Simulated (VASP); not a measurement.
# B16HN16 (a cell with a defect) in VASP: further runs

B16HN16 (a cell with a defect) is run at these levels: PBE+D3(BJ); tasks: single point.

Everything below comes from runs of VASP 6.6.1. Logs are shortened: lines on timing, memory, paths and dates and some standing lists are left out, and cuts for length are marked.

## (1) The cell of the first run

The cell holds a defect, 33 atoms: a = 6.660 Å, b = 6.660 Å, c = 6.660 Å, α = 97.63°, β = 97.63°, γ = 97.63°.

## (2) Single point, PBE+D3(BJ)

INCAR reads:

```
SYSTEM = B16HN16
  ALGO = Normal
  EDIFF = 1E-7
  ENCUT = 520
  GGA = PE
  ISIF = 2
  ISMEAR = 0
  IVDW = 12
  LASPH = .True.
  LCHARG = .True.
  LELF = .True.
  LREAL = Auto
  LVHAR = .True.
  LWAVE = .False.
  NBANDS = 86
  NELECT = 130.0
  NELM = 100
  PREC = Accurate
  SIGMA = 0.02
```

KPOINTS reads:

```
Automatic mesh
0
Gamma
  2 2 2
  0.5 0.5 0.5
```

POSCAR reads:

```
B16HN16
1.0
   -5.0122276282      2.8938109704      3.2948837601
    0.0000000000     -5.7876219408      3.2948837600
    5.0122276282      2.8938109704      3.2948837601
B N H
16 16 1
Direct
    0.2445443898      0.7436381230      0.9972165108
    0.4885966979      0.4875396106      0.9900344191
    0.7463876579      0.2448507591      0.9987109947
    0.9983525883      0.7498311790      0.2528094332
    1.0010562832      0.9998234021      1.0033610469
    0.2375066325      0.4862454530      0.2401046789
    0.4887298258      0.2361898292      0.2415329521
    0.7107646076      0.7153504871      0.4688021330
    0.7529535764      0.9985283312      0.2542868786
    0.9977180658      0.4983834939      0.5030994682
    0.2445954509      0.2434081724      0.4975737859
    0.5078243750      0.7584624786      0.7592179854
    0.5078974781      1.0053964790      0.5124503440
    0.7522332785      0.4997900006      0.7517193354
    1.0007432030      0.2492083587      0.7533889143
    0.2535379514      1.0029407031      0.7568181667
    0.5805452308      0.0790429989      0.3335694165
    0.8374931553      0.8359906806      0.3359618630
    0.0791015074      0.5769426635      0.3308015684
    0.3365769330      0.0869453780      0.5904321236
    0.3154119824      0.3134853032      0.3190014044
    0.5973301504      0.8513946745      0.6053194124
    0.8361988055      0.5809537119      0.5886238563
    0.0844904340      0.0833566071      0.8372154257
    0.0825794093      0.3305057239      0.5851270162
    0.3364995084      0.8364753304      0.8407307979
    0.5803744510      0.5795411501      0.8328657770
    0.8346913202      0.0836850656      0.0865577002
    0.8342505523      0.3322939460      0.8370928015
    0.0829607060      0.8316127951      0.0846972592
    0.3150816406      0.5648620899      0.0670705581
    0.5694406573      0.3174268180      0.0713435665
    0.5738427195      0.6028758064      0.3544602250
```

Potentials or basis: VASP PAW PBE potentials, release 64 (B, N, H).

On the command line:

```sh
$ cat potpaw_PBE.64/B/POTCAR potpaw_PBE.64/N/POTCAR potpaw_PBE.64/H/POTCAR > POTCAR
$ mpirun -np 1 vasp_std > vasp.out
```

OUTCAR:

```text
SYSTEM = B16HN16
   EDIFF = 1E-7
   ENCUT = 520
   GGA = PE
   ISIF = 2
   ISMEAR = 0
   IVDW = 12
   LASPH = .True.
   LREAL = Auto
   NELECT = 130.0
   NELM = 100
   PREC = Accurate
 IVDW          = 12

 ion  position               nearest neighbor table
   1  0.245  0.744  0.997-  26 1.44  30 1.44  31 1.45
   2  0.489  0.488  0.990-  27 1.44  31 1.45  32 1.45
   3  0.746  0.245  0.999-  28 1.44  29 1.44  32 1.45
   4  0.998  0.750  0.253-  18 1.42  30 1.45  19 1.46
   5  0.001  1.000  0.003-  24 1.44  30 1.45  28 1.45
   6  0.238  0.486  0.240-  19 1.44  31 1.45  21 1.45
   7  0.489  0.236  0.242-  17 1.44  21 1.45  32 1.45
   8  0.711  0.715  0.469-  33 1.21  23 1.53  18 1.53  22 1.54
   9  0.753  0.999  0.254-  18 1.42  28 1.45  17 1.46
  10  0.998  0.498  0.503-  23 1.42  25 1.45  19 1.46
  11  0.245  0.243  0.498-  20 1.44  25 1.44  21 1.45
  12  0.508  0.758  0.759-  22 1.42  26 1.45  27 1.46
  13  0.508  0.005  0.512-  22 1.42  20 1.45  17 1.46
  14  0.752  0.500  0.752-  23 1.42  29 1.45  27 1.46
[... 16 lines left out ...]
  31  0.315  0.565  0.067-   1 1.45   2 1.45   6 1.45
  32  0.569  0.317  0.071-   3 1.45   7 1.45   2 1.45
  33  0.574  0.603  0.354-   8 1.21

  LATTYP: Found a trigonal (rhomboedric) cell.
 ALAT       =     6.6597917927
 COS(alpha) =    -0.1328444049

  Lattice vectors:

 A1 = (  -5.0122276282,   2.8938109704,   3.2948837601)
 A2 = (   0.0000000000,  -5.7876219408,   3.2948837600)
 A3 = (   5.0122276282,   2.8938109704,   3.2948837601)

Analysis of symmetry for initial positions (statically):
=====================================================================
 Subroutine PRICEL returns:
 Original cell was already a primitive cell.

 Routine SETGRP: Setting up the symmetry group for a
 trigonal (rhombohedral) supercell.

 Subroutine GETGRP returns: Found  1 space group operations
 (whereof  1 operations were pure point group operations)
 out of a pool of 12 trial point group operations.

The static configuration has the point symmetry C_1 .

Analysis of symmetry for dynamics (positions and initial velocities):
=====================================================================
 Subroutine PRICEL returns:
 Original cell was already a primitive cell.

 Routine SETGRP: Setting up the symmetry group for a
 trigonal (rhombohedral) supercell.

 Subroutine GETGRP returns: Found  1 space group operations
 (whereof  1 operations were pure point group operations)
 out of a pool of 12 trial point group operations.

The dynamic configuration has the point symmetry C_1 .

 Subroutine INISYM returns: Found  1 space group operations
 (whereof  1 operations are pure point group operations),
 and found     1 'primitive' translations

----------------------------------------------------------------------------------------

                                     Primitive cell

  volume of cell :     286.7426

  direct lattice vectors                    reciprocal lattice vectors
    -5.012227628  2.893810970  3.294883760    -0.099756044  0.057594179  0.101166948
     0.000000000 -5.787621941  3.294883760     0.000000000 -0.115188358  0.101166948
     5.012227628  2.893810970  3.294883760     0.099756044  0.057594179  0.101166948

  length of vectors
     6.659791793  6.659791793  6.659791793     0.153307238  0.153307238  0.153307238

  position of ions in fractional coordinates (direct lattice)
     0.244544390  0.743638123  0.997216511
     0.488596698  0.487539611  0.990034419
     0.746387658  0.244850759  0.998710995
     0.998352588  0.749831179  0.252809433
     0.001056283  0.999823402  0.003361047
     0.237506633  0.486245453  0.240104679
[... 25 lines left out ...]
     0.569440657  0.317426818  0.071343566
     0.573842719  0.602875806  0.354460225

  ion indices of the primitive-cell ions
   primitive index   ion index
                 1           1
                 2           2
                 3           3
                 4           4
                 5           5
                 6           6
[... 25 lines left out ...]
[... 48 lines left out ...]
 Gauss-broadening in eV      SIGMA  =   0.02
  energy-cutoff  :      520.00
  volume of cell :      286.74
 maximum number of plane-waves:      7728
 NGX is ok and might be reduce to    50
   NGX = 25   NGY = 25   NGZ = 25

 number of electron     130.0000005 magnetization

 Free energy of the ion-electron system (eV)
  ---------------------------------------------------
  ext. energy  EPLUGINS =         0.00000000
  ---------------------------------------------------
  free energy    TOTEN  =      -278.49284963 eV

  energy without entropy =     -278.49284963  energy(sigma->0) =     -278.49284963

 E-fermi :   3.6147     XC(G=0): -10.2545

 val. band max:        3.4728098739   @ k =   0.2500   0.2500   0.2500
 cond. band min:       7.0848733774   @ k =  -0.2500   0.2500   0.2500
 fundamental gap:      3.6120635035
 Fermi energy:         3.6146941516

 k-point     1 :       0.2500    0.2500    0.2500
  band No.  band energies     occupation
      1     -15.3197      2.00000
      2     -14.3112      2.00000
      3     -14.3086      2.00000
      4     -14.2974      2.00000
      5     -14.0206      2.00000
      6     -14.0160      2.00000
[... 69 lines left out ...]
     76       9.5669      0.00000
     77      10.1251      0.00000

 k-point     2 :      -0.2500    0.2500    0.2500
  band No.  band energies     occupation
      1     -15.1721      2.00000
      2     -14.8658      2.00000
      3     -14.4530      2.00000
      4     -14.3254      2.00000
      5     -13.4835      2.00000
      6     -13.4390      2.00000
[... 69 lines left out ...]
     76       9.7603      0.00000
     77       9.7628      0.00000

 k-point     3 :       0.2500   -0.2500    0.2500
  band No.  band energies     occupation
      1     -15.1718      2.00000
      2     -14.8659      2.00000
      3     -14.4530      2.00000
      4     -14.3267      2.00000
      5     -13.4825      2.00000
      6     -13.4336      2.00000
[... 69 lines left out ...]
     76       9.7413      0.00000
     77       9.7802      0.00000

 k-point     4 :       0.2500    0.2500   -0.2500
  band No.  band energies     occupation
      1     -15.1718      2.00000
      2     -14.8659      2.00000
      3     -14.4530      2.00000
      4     -14.3267      2.00000
      5     -13.4826      2.00000
      6     -13.4341      2.00000
[... 69 lines left out ...]
     76       9.7408      0.00000
     77       9.7824      0.00000
 [bands above 77 left out]

------------------------ aborting loop because EDIFF is reached ----------------------------------------

 Edisp (eV)   -4.66958

 E8    (eV) :    -1.3628

  FORCE on cell =-STRESS in cart. coord.  units (eV):
  Direction    XX          YY          ZZ          XY          YZ          ZX
  --------------------------------------------------------------------------------------
  -------------------------------------------------------------------------------------
  Total       8.32159     8.00052    11.03656    -0.20617    -0.17831     0.27672
  in kB      46.49695    44.70299    61.66690    -1.15195    -0.99631     1.54620
  external pressure =       50.96 kB  Pullay stress =        0.00 kB

 VOLUME and BASIS-vectors are now :
 -----------------------------------------------------------------------------
  energy-cutoff  :      520.00
  volume of cell :      286.74
      direct lattice vectors                 reciprocal lattice vectors
    -5.012227628  2.893810970  3.294883760    -0.099756044  0.057594179  0.101166948
     0.000000000 -5.787621941  3.294883760     0.000000000 -0.115188358  0.101166948
     5.012227628  2.893810970  3.294883760     0.099756044  0.057594179  0.101166948

 POSITION                                       TOTAL-FORCE (eV/Angst)
 -----------------------------------------------------------------------------------
      3.77256     -0.71047      6.54166         0.006205     -0.002789      0.003368
      2.51332      1.45718      6.47830         0.007032     -0.000201     -0.004340
      1.26470      3.63288      6.55665         0.004783     -0.001868     -0.005569
     -3.73683     -0.71911      6.59304         0.007486     -0.003213      0.010200
      0.01155     -5.77382      3.30886         0.005257     -0.003152      0.008485
      0.01302     -1.43209      3.17580         0.018805     -0.010532     -0.070232
[... 25 lines left out ...]
     -2.49658      0.01716      3.15719         0.005483     -0.004530     -0.014308
     -1.09960     -0.80288      5.04506        -0.145531      0.098710     -0.014214
 -----------------------------------------------------------------------------------
    total drift:                                0.004057      0.001544     -0.004345

  FREE ENERGIE OF THE ION-ELECTRON SYSTEM (eV)
  ---------------------------------------------------
  free  energy   TOTEN  =      -283.1624321065 eV

  energy  without entropy=     -283.1624321065  energy(sigma->0) =     -283.16243211
```

It took 3.1 min on 1 thread of Intel Xeon Platinum 8259CL at 2.50GHz (Skylake/Cascade Lake), shared host; peak memory 0.37 GiB.

Results:

| Property | Result |
| --- | --- |
| Free energy | -283.1624 eV |
| Largest force | 0.176 eV/Å |
| Dispersion energy per atom | -0.142 eV |

Forces in eV/Å, atoms in the order of the input:
```
B    0.006 -0.003  0.003
B    0.007  0.000 -0.004
B    0.005 -0.002 -0.006
B    0.007 -0.003  0.010
B    0.005 -0.003  0.008
B    0.019 -0.011 -0.070
B    0.003 -0.005  0.000
B   -0.022  0.011  0.012
B    0.011 -0.004  0.024
B    0.007 -0.005  0.017
B    0.007 -0.002  0.004
B    0.002  0.002 -0.020
B   -0.001 -0.004 -0.017
B    0.006 -0.008  0.026
B    0.006 -0.003  0.010
B    0.004 -0.003  0.002
N    0.003 -0.010  0.009
N   -0.006 -0.007  0.039
N    0.008 -0.006 -0.036
N    0.004 -0.004 -0.003
N    0.004 -0.012  0.000
N    0.007 -0.004 -0.071
N    0.003  0.009  0.050
N    0.005 -0.003  0.005
N    0.005  0.000  0.013
N    0.006 -0.002 -0.003
N    0.009  0.000  0.005
N    0.003 -0.006  0.004
N    0.006 -0.001  0.006
N    0.002 -0.005  0.011
N    0.011  0.000  0.001
N    0.005 -0.005 -0.014
H   -0.146  0.099 -0.014
```

Caveat: the cell carries a net charge on a neutralising background, which shifts energy and pressure; the cell is charged against a uniform background, so pressure and absolute levels hang on convention.

## (3) Single point, PBE+D3(BJ)

INCAR reads:

```
PREC = Accurate ; ENCUT = 520
EDIFF = 1E-6 ; ISMEAR = 0
SIGMA = 0.02 ; LREAL = Auto
LASPH = T ; NELM = 60
ALGO = Normal ; ISIF = 2
LWAVE = F ; LCHARG = F
GGA = PE ; IVDW = 12
NBANDS = 86 ; NELECT = 130.0
```

KPOINTS is that of step 2.

POSCAR reads:

```
B16HN16
1.0
   -5.0122276282      2.8938109704      3.2948837601
    0.0000000000     -5.7876219408      3.2948837600
    5.0122276282      2.8938109704      3.2948837601
B N H
16 16 1
Direct
    0.2461526290      0.7456487508      0.9986038901
    0.4891409491      0.4881172239      0.9894697821
    0.7452914946      0.2442404933      0.9974528276
    0.9957163689      0.7485277758      0.2505816151
    1.0001585855      0.9993836167      1.0024420013
    0.2369845833      0.4881037649      0.2416012930
    0.4935516540      0.2447434054      0.2460064322
    0.7160740303      0.7053957624      0.4685437718
    0.7501741890      0.9973673975      0.2525663019
    1.0078652433      0.5083598946      0.5137821362
    0.2449729799      0.2442134117      0.4977009272
    0.4981268053      0.7485204678      0.7481721131
    0.5001161631      0.9973888098      0.5026505652
    0.7612942536      0.5083416213      0.7603006834
    1.0043526030      0.2528271744      0.7567984031
    0.2499664226      0.9993676305      0.7525942334
    0.5838048044      0.0853314531      0.3362615778
    0.8300129168      0.8298579432      0.3295683668
    0.0778804801      0.5781022179      0.3319262047
    0.3318792554      0.0817009729      0.5848980913
    0.3154237602      0.3162115426      0.3201488050
    0.5771972595      0.8299621790      0.5825617405
    0.8579436227      0.6014435123      0.6103930141
    0.0841988624      0.0832355203      0.8366587025
    0.0883534939      0.3359169463      0.5905268162
    0.3329239579      0.8326424955      0.8360653128
    0.5794231840      0.5780535835      0.8302910801
    0.8324721041      0.0817223133      0.0843779875
    0.8380862745      0.3359272742      0.8408050257
    0.0836272484      0.8326605645      0.0854060981
    0.3203687061      0.5700201245      0.0728366521
    0.5677250648      0.3162331252      0.0678948125
    0.6107115338      0.5546373541      0.3632215768
```

Potentials or basis: VASP PAW PBE potentials, release 64 (B, N, H).

On the command line:

```sh
$ cat potpaw_PBE.64/B/POTCAR potpaw_PBE.64/N/POTCAR potpaw_PBE.64/H/POTCAR > POTCAR
$ mpirun -np 1 vasp_std > vasp.out
```

Run time: 2.9 min. Hardware: 1 thread of Intel Xeon Platinum 8259CL at 2.50GHz (Skylake/Cascade Lake), shared host; peak memory 0.37 GiB.

Results (log left out):

```
Free energy                : -283.0807 eV
Largest force              : 0.463 eV/Å
Dispersion energy per atom : -0.142 eV
```

Forces in eV/Å, atoms in the order of the input:
```
B    0.003  0.002 -0.005
B    0.014  0.008  0.014
B   -0.003  0.021  0.017
B   -0.003  0.011  0.045
B   -0.005  0.009  0.004
B   -0.019  0.006  0.018
B   -0.001  0.088 -0.327
B    0.001 -0.010 -0.119
B   -0.018  0.027  0.002
B    0.000  0.009 -0.002
B    0.007  0.022  0.019
B    0.003  0.006  0.047
B    0.017  0.025  0.002
B   -0.003  0.009  0.000
B    0.000  0.012  0.006
B    0.007  0.007  0.005
N    0.000  0.025 -0.131
N   -0.021  0.000  0.093
N   -0.010  0.018  0.023
N    0.001  0.006  0.009
N   -0.017  0.027  0.019
N    0.018  0.005  0.087
N    0.003  0.015 -0.066
N   -0.001  0.007  0.010
N   -0.005  0.007  0.008
N    0.003  0.008  0.014
N    0.012  0.017  0.025
N   -0.004  0.003  0.009
N    0.006  0.008  0.009
N   -0.007  0.007  0.013
N    0.000  0.004 -0.023
N    0.018  0.027  0.019
H    0.001 -0.436  0.155
```

Levels at points of the mesh, in eV from the Fermi level:
```tsv
k point	band 61	band 62	band 63	band 64	band 65	band 66	band 67	band 68	band 69	band 70
(0.25, 0.25, 0.25)	-2.40	-2.37	-1.92	-1.82	-0.15	3.56	3.58	3.72	4.23	4.26
```

Caveat: the cell carries a net charge on a neutralising background, which shifts energy and pressure; the cell is charged against a uniform background, so pressure and absolute levels hang on convention.

## (4) Single point, PBE+D3(BJ)

INCAR reads:

```
SYSTEM = B16HN16
  PREC = Accurate
  ENCUT = 520
  EDIFF = 1E-6
  ISMEAR = 0
  SIGMA = 0.02
  LREAL = Auto
  LASPH = .True.
  NELM = 80
  ALGO = Normal
  ISIF = 2
  LWAVE = .False.
  LCHARG = .False.
  GGA = PE
  IVDW = 12
  NELECT = 130.0
  NBANDS = 86
```

KPOINTS is that of step 3.

POSCAR reads:

```
B16HN16
1.0
   -5.0122276282      2.8938109704      3.2948837601
    0.0000000000     -5.7876219408      3.2948837600
    5.0122276282      2.8938109704      3.2948837601
B N H
16 16 1
Direct
    0.2478099852      0.7453704349      0.9990504075
    0.4893539060      0.4858243729      0.9864065510
    0.7435157886      0.2430407521      0.9951585896
    0.9922352365      0.7436945693      0.2462627314
    1.0001176863      0.9986521929      1.0020619316
    0.2351786580      0.4858569507      0.2406189536
    0.5202893216      0.2840570867      0.2715143073
    0.7290923117      0.7153360939      0.4803536086
    0.7480861223      0.9990897467      0.2530904469
    1.0096232852      0.5084281106      0.5136557864
    0.2439309624      0.2430509740      0.4947258371
    0.4949994516      0.7436692406      0.7434761953
    0.5018477559      0.9990966611      0.4993243270
    0.7624089565      0.5084190867      0.7608475749
    1.0046772231      0.2519294841      0.7559010117
    0.2508074593      0.9986312044      0.7513208410
    0.5959611247      0.0981968386      0.3471934924
    0.8209544509      0.8203886186      0.3230740302
    0.0749955708      0.5764198910      0.3301080866
    0.3323359272      0.0801192252      0.5831878623
    0.3116360094      0.3160029368      0.3192208604
    0.5718330739      0.8204087768      0.5722101517
    0.8632852230      0.6070107661      0.6145120042
    0.0841430237      0.0817505630      0.8353784582
    0.0875653117      0.3350546930      0.5895034093
    0.3329920380      0.8305475277      0.8338793053
    0.5788624040      0.5764021977      0.8262210820
    0.8319989583      0.0801448497      0.0836227315
    0.8382749954      0.3350524261      0.8387857463
    0.0826739457      0.8305839640      0.0842768258
    0.3235546237      0.5714057670      0.0747991616
    0.5679066586      0.3158838646      0.0627594091
    0.6206838935      0.4919151755      0.3717185447
```

On the command line:

```sh
$ cat potpaw_PBE.64/B/POTCAR potpaw_PBE.64/N/POTCAR potpaw_PBE.64/H/POTCAR > POTCAR
$ mpirun -np 1 vasp_std > vasp.out
```

It took 2.6 min on 1 thread of Intel Xeon Platinum 8259CL at 2.50GHz (Skylake/Cascade Lake), shared host; peak memory 0.37 GiB.

Results (log left out):

* Free energy: -282.5466 eV
* Largest force: 0.038 eV/Å
* Dispersion energy per atom: -0.142 eV

Forces in eV/Å, atoms in the order of the input:
```
B    0.001 -0.002  0.000
B    0.006 -0.001 -0.003
B    0.000  0.002 -0.003
B   -0.010  0.002 -0.001
B   -0.001  0.006  0.001
B   -0.011 -0.003 -0.001
B   -0.005  0.004 -0.010
B   -0.005 -0.008 -0.026
B   -0.010 -0.005  0.002
B    0.001  0.005  0.014
B    0.004  0.003  0.001
B    0.006  0.001 -0.002
B    0.009 -0.006  0.000
B   -0.002  0.004  0.015
B    0.001  0.006  0.001
B    0.004  0.002  0.000
N    0.001  0.009  0.006
N    0.001 -0.001  0.005
N    0.005  0.001 -0.003
N   -0.002 -0.002  0.000
N   -0.002  0.000  0.005
N    0.000  0.004  0.002
N    0.004  0.019  0.025
N   -0.002 -0.002  0.002
N    0.002 -0.003 -0.004
N   -0.004 -0.003  0.001
N   -0.001  0.001 -0.002
N   -0.001 -0.005 -0.001
N   -0.001 -0.001 -0.004
N    0.003 -0.003  0.000
N   -0.002 -0.003  0.001
N    0.008  0.000  0.011
H    0.003 -0.019 -0.032
```

Levels at points of the mesh, in eV from the Fermi level:
```
           k point  band 63  band 64  band 65  band 66  band 67  band 68
(0.25, 0.25, 0.25)    -2.14    -2.14    -0.17     3.37     3.48     3.63
```

Caveat: the cell carries a net charge on a neutralising background, which shifts energy and pressure; the cell is charged against a uniform background, so pressure and absolute levels hang on convention.
